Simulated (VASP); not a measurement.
# SnTe (Fm-3m) in VASP: notebook

Aim: see how the results for SnTe move with the level of theory and the settings. Levels: LDA, PBEsol, PBE. Tasks: relaxation of cell and atoms, single point.

Program: VASP 6.6.1. These are calculated values, not measurements. Logs are shortened: lines on timing, memory, paths and dates and some standing lists are left out, and cuts for length are marked.

## 1. The cell of the first run

It takes space group Fm-3m (No. 225, cubic). The conventional cell has a = 6.302 Å, b = 6.302 Å, c = 6.302 Å, α = 90.00°, β = 90.00°, γ = 90.00°. Within 4.1 Å of Te (site symmetry m-3m) lie 6 Sn at 3.15 Å. Within 4.1 Å of Sn (site symmetry m-3m) lie 6 Te at 3.15 Å.

## 2. Relaxation of cell and atoms, LDA

Input file INCAR:

```
SYSTEM = SnTe
PREC = Accurate
ENCUT = 600
EDIFF = 1E-6
ISMEAR = -1
SIGMA = 0.05
LREAL = .FALSE.
LASPH = .TRUE.
NELM = 100
ALGO = Normal
ISIF = 3
LWAVE = .FALSE.
LCHARG = .FALSE.
IBRION = 2
NSW = 60
EDIFFG = -0.01
```

Input file KPOINTS:

```
Automatic mesh
0
G
  7 7 7
  0 0 0
```

Input file POSCAR:

```
SnTe
1.0
    0.0000000000      3.1508500000      3.1508500000
    3.1508500000      0.0000000000      3.1508500000
    3.1508500000      3.1508500000      0.0000000000
Te Sn
1 1
Direct
    0.5000000000      0.5000000000      0.5000000000
    0.0000000000      0.0000000000      0.0000000000
```

Potentials or basis: VASP PAW LDA potentials, release 64 (Te, Sn_d).

Launch:

```console
> cat potpaw_LDA.64/Te/POTCAR potpaw_LDA.64/Sn_d/POTCAR > POTCAR
> mpirun -np 1 vasp_std > vasp.out
```

OUTCAR:

```text
SYSTEM = SnTe
   PREC = Accurate
   ENCUT = 600
   EDIFF = 1E-6
   ISMEAR = -1
   LREAL = .FALSE.
   LASPH = .TRUE.
   NELM = 100
   ISIF = 3
   IBRION = 2
   NSW = 60
   EDIFFG = -0.01

 ion  position               nearest neighbor table
   1  0.500  0.500  0.500-   2 3.15   2 3.15   2 3.15   2 3.15   2 3.15   2 3.15
   2  0.000  0.000  0.000-   1 3.15   1 3.15   1 3.15   1 3.15   1 3.15   1 3.15

  LATTYP: Found a face centered cubic cell.
 ALAT       =     6.3017000000

  Lattice vectors:

 A1 = (   0.0000000000,   3.1508500000,   3.1508500000)
 A2 = (   3.1508500000,   0.0000000000,   3.1508500000)
 A3 = (   3.1508500000,   3.1508500000,   0.0000000000)

Analysis of symmetry for initial positions (statically):
[... 33 lines left out ...]
                                     Primitive cell

  volume of cell :      62.5624

  direct lattice vectors                    reciprocal lattice vectors
     0.000000000  3.150850000  3.150850000    -0.158687338  0.158687338  0.158687338
     3.150850000  0.000000000  3.150850000     0.158687338 -0.158687338  0.158687338
     3.150850000  3.150850000  0.000000000     0.158687338  0.158687338 -0.158687338

  length of vectors
     4.455974803  4.455974803  4.455974803     0.274854533  0.274854533  0.274854533

  position of ions in fractional coordinates (direct lattice)
     0.500000000  0.500000000  0.500000000
     0.000000000  0.000000000  0.000000000

  ion indices of the primitive-cell ions
   primitive index   ion index
                 1           1
                 2           2

----------------------------------------------------------------------------------------

 KPOINTS: Automatic mesh

Automatic generation of k-mesh.
 Grid dimensions read from file:
 generate k-points for:    7    7    7

 Generating k-lattice:

  Cartesian coordinates                     Fractional coordinates (reciprocal lattice)
    -0.022669620  0.022669620  0.022669620     0.142857143  0.000000000  0.000000000
     0.022669620 -0.022669620  0.022669620     0.000000000  0.142857143  0.000000000
     0.022669620  0.022669620 -0.022669620     0.000000000  0.000000000  0.142857143

  Length of vectors
     0.039264933  0.039264933  0.039264933

  Shift w.r.t. Gamma in fractional coordinates (k-lattice)
     0.000000000  0.000000000  0.000000000

 Subroutine IBZKPT returns following result:
 ===========================================

 Found     20 irreducible k-points:

 Following reciprocal coordinates:
            Coordinates               Weight
  0.000000  0.000000  0.000000      1.000000
  0.142857  0.000000  0.000000      8.000000
[... 29 lines left out ...]
   ICHARG =      2    charge: 1-file 2-atom 10-const
   ISPIN  =      1    spin polarized calculation?
   LNONCOLLINEAR =      F non collinear calculations
   LSORBIT =      F    spin-orbit coupling
   LASPH  =      T    aspherical Exc in radial PAW
   ENCUT  =  600.0 eV  44.10 Ry    6.64 a.u.   8.90  8.90  8.90*2*pi/ulx,y,z
   NELM   =    100;   NELMIN=  2; NELMDL= -5     # of ELM steps
   EDIFF  = 0.1E-05   stopping-criterion for ELM
   LREAL  =      F    real-space projection
   EDIFFG = -.1E-01   stopping-criterion for IOM
   NSW    =     60    number of steps for IOM
   IBRION =      2    ionic relax: 0-MD 1-quasi-New 2-CG
   NFREE  =      1    steps in history (QN), initial steepest desc. (CG)
   ISIF   =      3    stress and relaxation
   ISYM   =      2    0-nonsym 1-usesym 2-fastsym
   POTIM  = 0.5000    time-step for ionic-motion
   TEBEG  =    0.0;   TEEND  =   0.0 temperature during run
   PSTRESS=    0.0 pullay stress
   NELECT =      20.0000    total number of electrons
   NUPDOWN=      -1.0000    fix difference up-down
   EMIN   =  10.00;   EMAX   =-10.00  energy-range for DOS
   EFERMI =   0.00;   METHOD = LEGACY
   ISMEAR =    -1;   SIGMA  =   0.05  broadening in eV -4-tet -1-fermi 0-gaus
   EFERMI_NEDOS =   21; number of points for ismear=-14 and -15
   IALGO  =     38    algorithm
   IMIX   =      4    mixing-type and parameters
     AMIX     =   0.40;   BMIX     =  1.00
     AMIX_MAG =   1.60;   BMIX_MAG =  1.00
  volume/ion in A,a.u.               =      31.28       211.10
  Fermi-wavevector in a.u.,A,eV,Ry     =   1.119387  2.115336 17.048485  1.253028
  Thomas-Fermi vector in A             =   2.256026
   LORBIT       =      0    0 simple, 1 ext, 2 COOP (PROOUT), +10 PAW based schemes
   GGA     = CA    functional components
   LHFCALC =     F    Hartree Fock is set to
   AEXX    =    0.0000 exact exchange contribution
   IVDW    =     0    specifies the selected vdW correction
   LEPSILON=     F    determine dielectric tensor
   LRPA    =     F    only Hartree local field effects (RPA)
 conjugate gradient relaxation of ions
 non-spin polarized calculation
  energy-cutoff  :      600.00
  volume of cell :       62.56
 maximum number of plane-waves:      2106
   NGX = 17   NGY = 17   NGZ = 17

--------------------------------------- Ionic step        1  -------------------------------------------

 number of electron      19.9999998 magnetization

 Free energy of the ion-electron system (eV)
  ---------------------------------------------------
  ext. energy  EPLUGINS =         0.00000000
  ---------------------------------------------------
  free energy    TOTEN  =        -8.82967760 eV

  energy without entropy =       -8.82960602  energy(sigma->0) =       -8.82964181

------------------------ aborting loop because EDIFF is reached ----------------------------------------

  FORCE on cell =-STRESS in cart. coord.  units (eV):
  Direction    XX          YY          ZZ          XY          YZ          ZX
  --------------------------------------------------------------------------------------
  -------------------------------------------------------------------------------------
  Total       -0.5923797     -0.5923797     -0.5923797      0.0000000     -0.0000000      0.0000000
  in kB      -15.1704184    -15.1704184    -15.1704184      0.0000000     -0.0000000      0.0000000
  external PRESSURE =     -15.1704184 kB  Pullay stress =       0.0000000 kB
[... 59 lines left out ...]
--------------------------------------- Ionic step        3  -------------------------------------------

 number of electron      19.9999997 magnetization

 Free energy of the ion-electron system (eV)
  ---------------------------------------------------
  ext. energy  EPLUGINS =         0.00000000
  ---------------------------------------------------
  free energy    TOTEN  =        -8.83911757 eV

  energy without entropy =       -8.83903290  energy(sigma->0) =       -8.83907523

 E-fermi :   7.1792     XC(G=0):  -9.8806

 val. band max:        6.8689729067   @ k =   0.4286   0.0000   0.0000
 cond. band min:       7.5452832925   @ k =   0.4286   0.0000   0.0000
 fundamental gap:      0.6763103857
 Fermi energy:         7.1791969311

 k-point     1 :       0.0000    0.0000    0.0000
  band No.  band energies     occupation
      1     -14.6672      2.00000
      2     -14.6672      2.00000
      3     -14.6559      2.00000
      4     -14.6559      2.00000
      5     -14.6559      2.00000
      6      -5.9197      2.00000
      7       2.4758      2.00000
      8       4.9293      2.00000
      9       4.9293      2.00000
     10       4.9293      2.00000
     11      10.4955      0.00000
     12      10.4955      0.00000
     13      10.4955      0.00000
     14      11.8633      0.00000
[... 350 lines left out ...]
  FREE ENERGIE OF THE ION-ELECTRON SYSTEM (eV)
  ---------------------------------------------------
  free  energy   TOTEN  =        -8.8391175659 eV

  energy  without entropy=       -8.8390328953  energy(sigma->0) =       -8.83907523

 reached required accuracy - stopping structural energy minimisation
```

It took 18 s on 1 thread of Intel Xeon 6975P-C (Granite Rapids), shared host; peak memory 0.18 GiB.

What came out:

| Quantity | Value |
| --- | --- |
| Free energy | -8.8391 eV |
| Relaxed volume | 30.30 Å³/atom |
| Relaxed cell | a = 4.409 Å, b = 4.409 Å, c = 4.409 Å, α = 60.00°, β = 60.00°, γ = 60.00° |
| Space group after relaxing (to 0.05 Å) | Fm-3m (No. 225) |
| Energy gained by relaxing | 4.7 meV/atom |
| Ionic steps | 3 |
| Pressure after relaxing | 0.0 GPa |

The path:
```tsv
step	energy change (eV)	largest force (eV/Å)	pressure (GPa)	volume (Å³)
1	0.0000	0.0000	-1.52	62.56
2	-0.0082	0.0000	0.58	59.92
3	-0.0094	0.0000	0.00	60.61
```

Final structure:
```cif
data_structure
_symmetry_space_group_name_H-M 'P 1'
_symmetry_Int_Tables_number 1
_cell_length_a 4.4090
_cell_length_b 4.4090
_cell_length_c 4.4090
_cell_angle_alpha 60.000
_cell_angle_beta 60.000
_cell_angle_gamma 60.000
_cell_volume 60.61
loop_
_atom_site_label
_atom_site_type_symbol
_atom_site_fract_x
_atom_site_fract_y
_atom_site_fract_z
_atom_site_occupancy
Te1 Te 0.50000 0.50000 0.50000 1
Sn1 Sn 0.00000 0.00000 0.00000 1
```

Caveat: this odd mesh misses L, where the gap lies, so gap, dielectric constants and Born charges aren't listed; spin-orbit coupling is left out, which moves the levels of the heavy elements. LDA usually gives volumes a few per cent too small.

## 3. Relaxation of cell and atoms, PBEsol

Input file INCAR:

```
SYSTEM = SnTe
PREC = Accurate ; ENCUT = 600
EDIFF = 1E-6 ; ISMEAR = -1
SIGMA = 0.05 ; LREAL = .FALSE.
LASPH = .TRUE. ; NELM = 100
ALGO = Normal ; ISIF = 3
LWAVE = .FALSE. ; LCHARG = .FALSE.
GGA = PS ; IBRION = 2
NSW = 60 ; EDIFFG = -0.01
```

KPOINTS is that of step 2.

POSCAR is that of step 2.

Potentials or basis: VASP PAW PBE potentials, release 64 (Te, Sn_d).

Launch:

```console
> cat potpaw_PBE.64/Te/POTCAR potpaw_PBE.64/Sn_d/POTCAR > POTCAR
> mpirun -np 1 vasp_std > vasp.out
```

Run time: 20 s. Hardware: 1 thread of Intel Xeon 6975P-C (Granite Rapids), shared host; peak memory 0.21 GiB.

It converged, with:

```
Free energy                            : -8.3453 eV
Relaxed volume                         : 31.05 Å³/atom
Relaxed cell                           : a = 4.445 Å, b = 4.445 Å, c = 4.445 Å, α = 60.00°, β = 60.00°, γ = 60.00°
Space group after relaxing (to 0.05 Å) : Fm-3m (No. 225)
Energy gained by relaxing              : 0.3 meV/atom
Ionic steps                            : 3
Pressure after relaxing                : 0.0 GPa
```

The path:
```csv
step,energy change (eV),largest force (eV/Å),pressure (GPa),volume (Å³)
1,0.0000,0.0000,-0.37,62.56
2,-0.0004,0.0000,0.14,61.91
3,-0.0005,0.0000,-0.01,62.10
```

Final structure:
```
Te Sn
1.0
     0.00000    3.14303    3.14303
     3.14303    0.00000    3.14303
     3.14303    3.14303    0.00000
Te Sn
1 1
Direct
  0.50000 0.50000 0.50000
  0.00000 0.00000 0.00000
```

Levels at points of the mesh, in eV from the Fermi level:
```
           k point  band 6  band 7  band 8  band 9  band 10  band 11  band 12  band 13  band 14
(0.00, 0.00, 0.00)  -12.92   -4.73   -2.20   -2.20    -2.20     3.31     3.31     3.31     4.66
```

Caveat: this odd mesh misses L, where the gap lies, so gap, dielectric constants and Born charges aren't listed; the PAW data sets were made with another functional, which shifts forces and pressure a little; spin-orbit coupling is left out, which moves the levels of the heavy elements.

## 4. Single point, LDA, non-collinear spin, zero start, spin-orbit coupling

Input file INCAR:

```
SYSTEM = SnTe
  PREC = Accurate
  ENCUT = 520
  EDIFF = 1E-7
  ISMEAR = -1
  SIGMA = 0.05
  LREAL = .FALSE.
  LASPH = .TRUE.
  NELM = 150
  ALGO = Normal
  ISIF = 2
  LWAVE = .FALSE.
  LCHARG = .FALSE.
  LNONCOLLINEAR = .TRUE.
  MAGMOM = 0 0 0 0 0 0
  LORBIT = 11
  LSORBIT = .TRUE.
  GGA_COMPAT = .FALSE.
  LORBMOM = .TRUE.
  GGA = CA
  NBANDS = 32
```

Input file KPOINTS:

```
regular mesh
0
G
  5 5 5
  0 0 0
```

POSCAR is that of step 3.

Potentials or basis: VASP PAW LDA potentials, release 64 (Te, Sn_d).

Launch:

```console
> cat potpaw_LDA.64/Te/POTCAR potpaw_LDA.64/Sn_d/POTCAR > POTCAR
> mpirun -np 1 vasp_ncl > vasp.out
```

It took 30 s on 1 thread of Intel Xeon 6975P-C (Granite Rapids), shared host; peak memory 0.29 GiB.

Results (log left out):

* Free energy: -8.9823 eV
* Pressure: -1.5 GPa
* Net moment: 0.00 μB per cell
* Valence electrons inside the program's atomic spheres: Te 3.39; Sn 12.11

Moments on the atoms (μB; x, y, z):
```
Te  0.00 0.00 0.00
Sn  0.00 0.00 0.00
```

Caveat: this odd mesh misses L, where the gap lies, so gap, dielectric constants and Born charges aren't listed.

## 5. Single point, PBE, non-collinear spin, zero start, spin-orbit coupling

Input file INCAR:

```
PREC = Accurate
ENCUT = 520
EDIFF = 1E-7
ISMEAR = -1
SIGMA = 0.05
LREAL = False
LASPH = True
NELM = 150
ALGO = Normal
ISIF = 2
LWAVE = False
LCHARG = False
LNONCOLLINEAR = True
MAGMOM = 0 0 0 0 0 0
LORBIT = 11
LSORBIT = True
GGA_COMPAT = False
LORBMOM = True
GGA = PE
NBANDS = 32
```

Input file KPOINTS:

```
Automatic mesh
0
Gamma
  5 5 5
```

POSCAR is that of step 4.

Potentials or basis: VASP PAW PBE potentials, release 64 (Te, Sn_d).

Launch:

```console
> cat potpaw_PBE.64/Te/POTCAR potpaw_PBE.64/Sn_d/POTCAR > POTCAR
> mpirun -np 1 vasp_ncl > vasp.out
```

OUTCAR:

```text
PREC = Accurate
   ENCUT = 520
   EDIFF = 1E-7
   ISMEAR = -1
   LREAL = False
   LASPH = True
   NELM = 150
   ISIF = 2
   LNONCOLLINEAR = True
   LORBIT = 11
   LSORBIT = True
   GGA = PE

 ion  position               nearest neighbor table
   1  0.500  0.500  0.500-   2 3.15   2 3.15   2 3.15   2 3.15   2 3.15   2 3.15
   2  0.000  0.000  0.000-   1 3.15   1 3.15   1 3.15   1 3.15   1 3.15   1 3.15

  LATTYP: Found a face centered cubic cell.
 ALAT       =     6.3017000000

  Lattice vectors:

 A1 = (   0.0000000000,   3.1508500000,   3.1508500000)
 A2 = (   3.1508500000,   0.0000000000,   3.1508500000)
 A3 = (   3.1508500000,   3.1508500000,   0.0000000000)

[... 624 lines left out ...]
    -0.0049575    -0.0012394     0.0000000    -0.0012394     0.0000000
 l=   3
     0.0000000     0.0000000     0.0000000     0.0000000     0.0000000     0.0000000     0.0000000
     0.0000000     0.0000000     0.0000000     0.0000000     0.0000000     0.0000000     0.0000000
     0.0000000     0.0000000     0.0000000     0.0000000     0.0000000     0.0000000     0.0000000
     0.0000000     0.0000000     0.0000000     0.0000000     0.0000000     0.0000000     0.0000000
     0.0000000     0.0000000     0.0000000     0.0000000     0.0000000     0.0000000     0.0000000
     0.0000000     0.0000000     0.0000000     0.0000000     0.0000000     0.0000000     0.0000000
     0.0000000     0.0000000     0.0000000     0.0000000     0.0000000     0.0000000     0.0000000

 total charge

# of ion       s       p       d       tot
------------------------------------------
    1        1.389   1.960   0.030   3.379
    2        1.363   0.743   9.985  12.091
--------------------------------------------------
tot          2.752   2.703  10.015  15.470

 magnetization (x)

# of ion       s       p       d       tot
------------------------------------------
    1       -0.000   0.000  -0.000  -0.000
    2        0.000   0.000   0.000   0.000
--------------------------------------------------
tot         -0.000   0.000   0.000  -0.000

 magnetization (y)

# of ion       s       p       d       tot
------------------------------------------
    1        0.000   0.000  -0.000   0.000
    2        0.000   0.000   0.000   0.000
--------------------------------------------------
tot          0.000   0.000  -0.000   0.000

 magnetization (z)

# of ion       s       p       d       tot
------------------------------------------
    1        0.000  -0.000  -0.000  -0.000
    2       -0.000   0.000   0.000  -0.000
--------------------------------------------------
tot         -0.000  -0.000   0.000  -0.000
```

Run time: 35 s. Hardware: 1 thread of Intel Xeon 6975P-C (Granite Rapids), shared host; peak memory 0.38 GiB.

Results:

```yaml
Free_energy: -7.6910 eV
Pressure: 2.2 GPa
Net_moment: 0.00 μB per cell
Valence_electrons_inside_the_program's_atomic_spheres: Te 3.38; Sn 12.09
```

Moments on the atoms (μB; x, y, z):
```
Te  0.00 0.00 0.00
Sn  0.00 0.00 0.00
```

Caveat: this odd mesh misses L, where the gap lies, so gap, dielectric constants and Born charges aren't listed.

## 6. Summary

| task | level | potentials or basis | spin | cell | k mesh | cutoff (eV) | pressure (GPa) | moment (μB) | relaxed volume (Å³/atom) |
| --- | --- | --- | --- | --- | --- | --- | --- | --- | --- |
| relaxation of cell and atoms | LDA | VASP PAW LDA potentials, release 64 (Te, Sn_d) | off | relaxed | 7 × 7 × 7 | 600 | 0.0 | - | 30.30 |
| relaxation of cell and atoms | PBEsol | VASP PAW PBE potentials, release 64 (Te, Sn_d) | off | relaxed | 7 × 7 × 7 | 600 | 0.0 | - | 31.05 |
| single point | LDA | VASP PAW LDA potentials, release 64 (Te, Sn_d) | non-collinear, zero start, SOC | as given | 5 × 5 × 5 | 520 | -1.5 | 0.00 | - |
| single point | PBE | VASP PAW PBE potentials, release 64 (Te, Sn_d) | non-collinear, zero start, SOC | as given | 5 × 5 × 5 | 520 | 2.2 | 0.00 | - |

Alike in all rows: smearing fermi-dirac 0.05 eV.

Caveats: spin-orbit coupling is left out, which moves the levels of the heavy elements (some runs); the PAW data sets were made with another functional, which shifts forces and pressure a little (some runs).

Total energies depend on the potentials used, so only differences within one code and one set of settings carry meaning.
